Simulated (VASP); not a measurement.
Here is a VASP 6.6.1 calculation.

Contents of INCAR:

```
PREC = Accurate ; ENCUT = 520
EDIFF = 1E-8 ; ISMEAR = -1
SIGMA = 0.08 ; LREAL = F
LASPH = T ; NELM = 60
ALGO = Normal ; ISIF = 2
LWAVE = F ; LCHARG = F
GGA = PE ; LEFG = T
NBANDS = 11
```

File KPOINTS:

```
regular mesh
0
Gamma
  20 20 20
```

POSCAR

```
C
1.0
    0.0000000000      1.7684127368      1.7684127368
    1.7684127368      0.0000000000      1.7684127368
    1.7684127368      1.7684127368      0.0000000000
C
2
Direct
    0.5000000000      0.5000000000      0.5000000000
    0.7500000000      0.7500000000      0.7500000000
```

Potentials or basis: VASP PAW PBE potentials, release 64 (C).

Launch:

```console
$ cat potpaw_PBE.64/C/POTCAR > POTCAR
$ mpirun -np 1 vasp_std > vasp.out
```

Q: What does it give for the band gap on the k mesh?

A: 4.19 eV (least direct gap 5.66 eV).

Q: What does it give for the pressure?

A: 14.2 GPa.

Caveat: the cell stands under pressure. A k mesh can miss the band edges.
